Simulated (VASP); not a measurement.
WSe2: relaxation of the atoms with PBE+D3(BJ)

Crystal: WSe2.

```xyz
6
Lattice="3.4266 0.0000 0.0000 -1.7133 2.9675 0.0000 0.0000 0.0000 13.3685" Properties=species:S:1:pos:R:3 pbc="T T T"
W     1.7133    0.9892    3.3421
W     0.0000    1.9783   10.0264
Se    0.0000    1.9783    5.0202
Se    1.7133    0.9892   11.7045
Se    0.0000    1.9783    1.6640
Se    1.7133    0.9892    8.3483
```

This cell differs from its parent crystal: equal strain along all axes, cell held: +4.5 %.

| Item | Value |
| --- | --- |
| Program | VASP 6.6.1 |
| Task | relaxation of the atoms |
| Functional | PBE |
| Dispersion | D3(BJ) |
| Potentials or basis | VASP PAW PBE potentials, release 64 (W_sv, Se) |
| Cutoff | 520 eV |
| k mesh | 12 × 12 × 2 |
| Occupations | gaussian, width 0.02 eV |
| Spin | no spin polarisation |
| Dipole correction | no |
| Further INCAR settings | ALGO = Normal; EDIFF = 1e-07; IBRION = 2; EDIFFG = -0.008; NSW = 60 |

```yaml
Energy_gained_by_relaxing: 7.6 meV/atom
Ionic_steps: 3
Pressure_after_relaxing: -6.4 GPa
Band_gap_on_the_k_mesh: 0.75 eV (least direct gap 1.15 eV)
Dispersion_energy_per_atom: -0.414 eV
```

Stress tensor (GPa, compression positive):
```
-8.63  0.00  0.00
 0.00 -8.63  0.00
 0.00  0.00 -2.08
```

Step by step:
| step | energy change (eV) | largest force (eV/Å) | pressure (GPa) |
| --- | --- | --- | --- |
| 1 | 0.0000 | 0.5987 | -9.01 |
| 2 | -0.0430 | 0.1389 | -7.03 |
| 3 | -0.0454 | 0.0016 | -6.44 |

Final structure:
```
W Se
1.0
     3.42660    0.00000    0.00000
    -1.71330    2.96752    0.00000
     0.00000    0.00000   13.36850
W Se
2 4
Cartesian
  1.7133 0.9892 3.3421
  0.0000 1.9783 10.0264
  0.0000 1.9783 4.9831
  1.7133 0.9892 11.6674
  0.0000 1.9783 1.7011
  1.7133 0.9892 8.3854
```

Levels at points of the mesh, in eV from the valence-band top:
```tsv
k point	band 22	band 23	band 24	band 25	band 26	band 27	band 28	band 29	band 30	band 31
(0.00, 0.00, 0.00)	-1.87	-1.87	-1.10	-0.72	0.00	2.22	2.22	2.24	2.24	2.40
(0.50, 0.00, 0.00)	-2.20	-1.72	-1.58	-1.37	-1.23	1.55	1.58	1.89	1.98	2.77
(0.00, 0.00, 0.50)	-1.88	-1.88	-1.88	-0.16	-0.16	2.22	2.22	2.22	2.22	2.47
(0.50, 0.00, 0.50)	-2.29	-1.65	-1.65	-1.29	-1.29	1.57	1.57	1.94	1.94	3.10
```

It took 4.8 min on 1 × NVIDIA H100 80GB with 1 thread of AMD EPYC 7R13 Processor (Zen 3) (shared host), peak memory 1.4 GiB.

Caveat: the cell differs from its parent crystal (equal strain along all axes, cell held: +4.5 %); spin-orbit coupling is left out, which moves the levels of the heavy elements. A k mesh can miss the band edges.
